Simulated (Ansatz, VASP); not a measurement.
Two plane-wave programs on Re

The input INCAR:

```
SYSTEM = Re
ALGO = Normal
EDIFF = 1E-8
ENCUT = 520
ISIF = 2
ISMEAR = -1
LASPH = .True.
LCHARG = .False.
LEFG = .True.
LREAL = .False.
LWAVE = .False.
NBANDS = 10
NELM = 60
PREC = Accurate
SIGMA = 0.03
```

Contents of KPOINTS:

```
k-points
0
Gamma
  14 14 14
  0 0 0
```

POSCAR

```
Re
1.0
    0.0000000000      2.0009898225      2.0009898225
    2.0009898225      0.0000000000      2.0009898225
    2.0009898225      2.0009898225      0.0000000000
Re
1
Direct
    0.0000000000      0.0000000000      0.0000000000
```

Input for Ansatz:

```yaml
crystal:
  lattice:
    - [0.0, 2.0009898225, 2.0009898225]
    - [2.0009898225, 0.0, 2.0009898225]
    - [2.0009898225, 2.0009898225, 0.0]
  atoms:
    - { symbol: Re, position: [0.0, 0.0, 0.0] }
kpoints:
  mp_grid: { grid: [14, 14, 14] }
scf:
  occupations: { method: fermi_dirac, width: 0.03 }
hamiltonian:
  xc: lda
  pseudopotentials: { kind: paw }
output:
  forces: true
  stress: true
  eigenvalues: true
  efg: { contact_densities: true }
  write_density: true
  write_potential: true
  elf: true
  volumetric_format: npy
```

Change from the starting cell: volume scaled by 1.04, PAW files.

Alike in both runs: task electric field gradients; functional LDA; k mesh 14 × 14 × 14; occupations fermi-dirac, width 0.03 eV; no spin polarisation.

```csv
,VASP,Ansatz
version,VASP 6.6.1,Ansatz 0.2.0
potentials or method,"VASP PAW LDA potentials, release 64 (Re)","PAW with Ansatz's default frozen-core files, scalar-relativistic"
plane-wave cutoff (eV),520,420
valence electrons in the cell,7,15
```

```csv
,VASP,Ansatz,Ansatz less VASP
pressure (GPa),-33.9,-34.2,-0.39
```

LDA's correlation is that of Perdew and Zunger in VASP and of Perdew and Wang (1992) in Ansatz. Both programs put the cell under strong tension, so it lies far from rest at this level. VASP's potentials hold 7 valence electrons a cell and Ansatz's 15, so a difference there can come from the potentials and not from the codes.

Spin-orbit coupling is off throughout. Noted on VASP's run: the cell as given lies far from equilibrium.
